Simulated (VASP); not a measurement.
# BaOs3 (Pm-3m) in VASP: single point with r2SCAN

Aim: the single point of BaOs3 with r2SCAN.

All numbers are computed with VASP 6.6.1; they aren't measurements. Logs are shortened: lines on timing, memory, paths and dates and some standing lists are left out, and cuts for length are marked.

## Step 1: The cell of the first run

It takes space group Pm-3m (No. 221, cubic). Conventional cell: a = 4.165 Å, b = 4.165 Å, c = 4.165 Å, α = 90.00°, β = 90.00°, γ = 90.00°. Within 3.9 Å of Ba (site symmetry m-3m) lie 12 Os at 2.94 Å. Within 3.9 Å of Os (site symmetry 4/mmm) lie 4 Ba at 2.94 Å and 8 Os at 2.94 Å.

## Step 2: Single point, r2SCAN

Contents of POSCAR:

```
BaOs3
1.0
    4.1645791730      0.0000000000      0.0000000000
    0.0000000000      4.1645791730      0.0000000000
    0.0000000000      0.0000000000      4.1645791730
Ba Os
1 3
Direct
    0.0000000000      0.0000000000      0.0000000000
    0.0000000000      0.5000000000      0.5000000000
    0.5000000000      0.0000000000      0.5000000000
    0.5000000000      0.5000000000      0.0000000000
```

Contents of INCAR.step1:

```
ALGO = Normal ; EDIFF = 1E-4
ENCUT = 520 ; GGA = PE
ISMEAR = 0 ; LASPH = True
LCHARG = False ; LREAL = False
LWAVE = True ; NBANDS = 25
NELM = 80 ; PREC = Accurate
SIGMA = 0.1
```

Contents of INCAR.step2:

```
ALGO = Normal ; EDIFF = 1E-6
ENCUT = 520 ; ISIF = 2
ISMEAR = 0 ; ISTART = 1
LASPH = True ; LCHARG = True
LELF = True ; LMIXTAU = True
LREAL = False ; LVHAR = True
LWAVE = False ; METAGGA = R2SCAN
NBANDS = 25 ; NELM = 80
PREC = Accurate ; SIGMA = 0.1
```

Contents of KPOINTS:

```
k-points
0
Gamma
  12 12 12
```

Potentials or basis: VASP PAW PBE potentials, release 64 (Ba_sv, Os).

Run with:

```bash
$ cat potpaw_PBE.64/Ba_sv/POTCAR potpaw_PBE.64/Os/POTCAR > POTCAR
$ cp INCAR.step1 INCAR
$ mpirun -np 1 vasp_std > vasp.out
$ cp INCAR.step2 INCAR
$ mpirun -np 1 vasp_std > vasp.out
```

OUTCAR:

```text
EDIFF = 1E-6
   ENCUT = 520
   ISIF = 2
   ISMEAR = 0
   ISTART = 1
   LASPH = True
   LREAL = False
   METAGGA = R2SCAN
   NELM = 80
   PREC = Accurate

 ion  position               nearest neighbor table
   1  0.000  0.000  0.000-   2 2.94   3 2.94   4 2.94   2 2.94   3 2.94   2 2.94   4 2.94   2 2.94
                             3 2.94   4 2.94   3 2.94   4 2.94
   2  0.000  0.500  0.500-   1 2.94   3 2.94   4 2.94   1 2.94   4 2.94   1 2.94   3 2.94   1 2.94
                             3 2.94   4 2.94   4 2.94   3 2.94
   3  0.500  0.000  0.500-   1 2.94   2 2.94   4 2.94   1 2.94   4 2.94   2 2.94   4 2.94   4 2.94
                             1 2.94   2 2.94   1 2.94   2 2.94
   4  0.500  0.500  0.000-   1 2.94   2 2.94   3 2.94   2 2.94   3 2.94   1 2.94   3 2.94   3 2.94
                             1 2.94   2 2.94   2 2.94   1 2.94

  LATTYP: Found a simple cubic cell.
 ALAT       =     4.1645791730

  Lattice vectors:

 A1 = (   4.1645791730,   0.0000000000,   0.0000000000)
 A2 = (   0.0000000000,   4.1645791730,   0.0000000000)
 A3 = (   0.0000000000,   0.0000000000,   4.1645791730)

Analysis of symmetry for initial positions (statically):
=====================================================================
 Subroutine PRICEL returns:
 Original cell was already a primitive cell.

 Routine SETGRP: Setting up the symmetry group for a
 simple cubic supercell.

 Subroutine GETGRP returns: Found 48 space group operations
 (whereof 48 operations were pure point group operations)
 out of a pool of 48 trial point group operations.

The static configuration has the point symmetry O_h .

Analysis of symmetry for dynamics (positions and initial velocities):
=====================================================================
 Subroutine PRICEL returns:
 Original cell was already a primitive cell.

 Routine SETGRP: Setting up the symmetry group for a
 simple cubic supercell.

 Subroutine GETGRP returns: Found 48 space group operations
 (whereof 48 operations were pure point group operations)
 out of a pool of 48 trial point group operations.

The dynamic configuration has the point symmetry O_h .

 Subroutine INISYM returns: Found 48 space group operations
 (whereof 48 operations are pure point group operations),
 and found     1 'primitive' translations

[... 88 lines left out ...]
 SYSTEM =  unknown system
   PREC   = accura    normal or accurate (medium, high low for compatibility)
   ISTART =      1    job   : 0-new  1-cont  2-samecut
   ICHARG =      0    charge: 1-file 2-atom 10-const
   ISPIN  =      1    spin polarized calculation?
   LNONCOLLINEAR =      F non collinear calculations
   LSORBIT =      F    spin-orbit coupling
   LASPH  =      T    aspherical Exc in radial PAW
   ENCUT  =  520.0 eV  38.22 Ry    6.18 a.u.   7.74  7.74  7.74*2*pi/ulx,y,z
   NELM   =     80;   NELMIN=  2; NELMDL=  0     # of ELM steps
   EDIFF  = 0.1E-05   stopping-criterion for ELM
   LREAL  =      F    real-space projection
   EDIFFG = 0.1E-04   stopping-criterion for IOM
   NSW    =      0    number of steps for IOM
   IBRION =     -1    ionic relax: 0-MD 1-quasi-New 2-CG
   NFREE  =      0    steps in history (QN), initial steepest desc. (CG)
   ISIF   =      2    stress and relaxation
   ISYM   =      2    0-nonsym 1-usesym 2-fastsym
   POTIM  = 0.5000    time-step for ionic-motion
   TEBEG  =    0.0;   TEEND  =   0.0 temperature during run
   PSTRESS=    0.0 pullay stress
   NELECT =      34.0000    total number of electrons
   NUPDOWN=      -1.0000    fix difference up-down
   EMIN   =  10.00;   EMAX   =-10.00  energy-range for DOS
   EFERMI =   0.00;   METHOD = LEGACY
   ISMEAR =     0;   SIGMA  =   0.10  broadening in eV -4-tet -1-fermi 0-gaus
   EFERMI_NEDOS =   21; number of points for ismear=-14 and -15
   IALGO  =     38    algorithm
   IMIX   =      4    mixing-type and parameters
     AMIX     =   0.40;   BMIX     =  1.00
     AMIX_MAG =   1.60;   BMIX_MAG =  1.00
  volume/ion in A,a.u.               =      18.06       121.86
  Fermi-wavevector in a.u.,A,eV,Ry     =   1.273493  2.406553 22.065729  1.621785
  Thomas-Fermi vector in A             =   2.406314
   LORBIT       =      0    0 simple, 1 ext, 2 COOP (PROOUT), +10 PAW based schemes
   METAGGA = R2SCAN    functional components
   LHFCALC =     F    Hartree Fock is set to
   AEXX    =    0.0000 exact exchange contribution
   IVDW    =     0    specifies the selected vdW correction
   LEPSILON=     F    determine dielectric tensor
   LRPA    =     F    only Hartree local field effects (RPA)
 non-spin polarized calculation
 Gauss-broadening in eV      SIGMA  =   0.10
  energy-cutoff  :      520.00
  volume of cell :       72.23
 maximum number of plane-waves:      1980
 NGX is ok and might be reduce to    32
   NGX = 15   NGY = 15   NGZ = 15

 number of electron      34.0000005 magnetization

 Free energy of the ion-electron system (eV)
  ---------------------------------------------------
  ext. energy  EPLUGINS =         0.00000000
  ---------------------------------------------------
  free energy    TOTEN  =      -177.45311617 eV

  energy without entropy =     -177.41065662  energy(sigma->0) =     -177.43188639

 E-fermi :   6.0257     XC(G=0): -13.5610

 val. band max:        6.0253430448   @ k =   0.3333   0.3333   0.1667
 cond. band min:       6.0267697369   @ k =   0.3333   0.2500   0.0000
 fundamental gap:      0.0014266921
 Fermi energy:         6.0256677677

 k-point     1 :       0.0000    0.0000    0.0000
  band No.  band energies     occupation
      1     -20.7181      2.00000
      2      -5.7654      2.00000
      3      -5.7654      2.00000
      4      -5.7654      2.00000
      5      -1.2887      2.00000
      6       0.9785      2.00000
[... 661 lines left out ...]
     24      11.5381      0.00000
     25      12.3563      0.00000

 [... further k-points ...]
[... 5 lines left out ...]
  --------------------------------------------------------------------------------------
  -------------------------------------------------------------------------------------
  Total        2.3174361      2.3174361      2.3174361      0.0000000      0.0000000      0.0000000
  in kB       51.4049558     51.4049558     51.4049558      0.0000000      0.0000000      0.0000000
  external PRESSURE =      51.4049558 kB  Pullay stress =       0.0000000 kB

 VOLUME and BASIS-vectors are now :
 -----------------------------------------------------------------------------
  energy-cutoff  :      520.00
  volume of cell :       72.23
      direct lattice vectors                 reciprocal lattice vectors
     4.164579173  0.000000000  0.000000000     0.240120300  0.000000000  0.000000000
     0.000000000  4.164579173  0.000000000     0.000000000  0.240120300  0.000000000
     0.000000000  0.000000000  4.164579173     0.000000000  0.000000000  0.240120300

 POSITION                                       TOTAL-FORCE (eV/Angst)
 -----------------------------------------------------------------------------------
      0.00000      0.00000      0.00000         0.000000      0.000000      0.000000
      0.00000      2.08229      2.08229         0.000000      0.000000      0.000000
      2.08229      0.00000      2.08229         0.000000      0.000000      0.000000
      2.08229      2.08229      0.00000         0.000000      0.000000      0.000000
 -----------------------------------------------------------------------------------
    total drift:                                0.000000     -0.000000     -0.000000

  FREE ENERGIE OF THE ION-ELECTRON SYSTEM (eV)
  ---------------------------------------------------
  free  energy   TOTEN  =      -177.4531161679 eV

  energy  without entropy=     -177.4106566176  energy(sigma->0) =     -177.43188639
```

OUTCAR.step1:

```text
EDIFF = 1E-4
   ENCUT = 520
   GGA = PE
   ISMEAR = 0
[... 905 lines left out ...]
      0.00000      0.00000      0.00000         0.000000      0.000000      0.000000
      0.00000      2.08229      2.08229         0.000000      0.000000      0.000000
      2.08229      0.00000      2.08229         0.000000      0.000000      0.000000
      2.08229      2.08229      0.00000         0.000000      0.000000      0.000000
 -----------------------------------------------------------------------------------
    total drift:                                0.000000     -0.000000     -0.000000

  FREE ENERGIE OF THE ION-ELECTRON SYSTEM (eV)
  ---------------------------------------------------
  free  energy   TOTEN  =       -28.0977064214 eV

  energy  without entropy=      -28.0522079522  energy(sigma->0) =      -28.07495719
```

OSZICAR.step1:

```text
N       E                     dE             d eps       ncg     rms          rms(c)
DAV:   1     0.247173219952E+03    0.24717E+03   -0.15800E+04  4200   0.129E+03
DAV:   2    -0.100902218455E+02   -0.25726E+03   -0.24114E+03  4421   0.399E+02
DAV:   3    -0.308657325320E+02   -0.20776E+02   -0.18950E+02  5781   0.853E+01
DAV:   4    -0.317138474246E+02   -0.84811E+00   -0.83269E+00  5282   0.186E+01
DAV:   5    -0.317372793827E+02   -0.23432E-01   -0.23395E-01  5908   0.245E+00    0.260E+01
DAV:   6    -0.282388892745E+02    0.34984E+01   -0.12222E+01  6275   0.199E+01    0.943E+00
DAV:   7    -0.281363408050E+02    0.10255E+00   -0.53359E-01  4547   0.492E+00    0.633E+00
DAV:   8    -0.281097246527E+02    0.26616E-01   -0.22431E-01  5388   0.252E+00    0.173E+00
DAV:   9    -0.280976432096E+02    0.12081E-01   -0.41347E-02  4602   0.132E+00    0.615E-01
DAV:  10    -0.280978508464E+02   -0.20764E-03   -0.42425E-03  6075   0.360E-01    0.327E-01
DAV:  11    -0.280977059161E+02    0.14493E-03   -0.41481E-04  5017   0.137E-01    0.496E-02
DAV:  12    -0.280977064214E+02   -0.50530E-06   -0.48493E-05  2243   0.397E-02
   1 F= -.28097706E+02 E0= -.28074957E+02  d E =-.454985E-01
```

It took 6.7 min on 1 thread of Intel Xeon 6975P-C, shared host; peak memory 0.29 GiB.

Results:

| Quantity | Value |
| --- | --- |
| Free energy | -177.4531 eV |
| Pressure | 5.1 GPa |
| Band gap on the k mesh | zero (band 17 reaches 8.09 eV, above the bottom of band 18 at 5.78 eV) |

Caveat: the PAW data sets were made with another functional, which shifts forces and pressure a little; spin-orbit coupling is left out, which moves the levels of the heavy elements.
